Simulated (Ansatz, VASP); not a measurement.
Li2Pd: VASP beside Ansatz

```
Li Pd
1.0
     4.22670    0.00000    0.00000
    -2.11335    3.66043    0.00000
     0.00000    0.00000    2.73190
Li Pd
2 1
Direct
  0.33333 0.66667 0.50000
  0.66667 0.33333 0.50000
  0.00000 0.00000 0.00000
```

Alike in both runs: task electric field gradients; functional LDA; k mesh 11 × 11 × 15; occupations fermi-dirac, width 0.08 eV; no spin polarisation.

|  | VASP | Ansatz |
| --- | --- | --- |
| version | VASP 6.6.1 | Ansatz 0.2.0 |
| potentials or method | VASP PAW LDA potentials, release 64 (Li_sv, Pd) | PAW with Ansatz's default frozen-core files, scalar-relativistic |
| plane-wave cutoff (eV) | 520 | 420 |
| valence electrons in the cell | 16 | 24 |

```csv
,VASP,Ansatz,Ansatz less VASP
size of Vzz on the site where it differs most (V/Å²),80.5,76.4,-4.10
```

LDA's correlation is that of Perdew and Zunger in VASP and of Perdew and Wang (1992) in Ansatz. VASP's potentials hold 16 valence electrons a cell and Ansatz's 24, so a difference there can come from the potentials and not from the codes.

Noted on VASP's run: the cutoff is short for stress, so the pressure is rough.
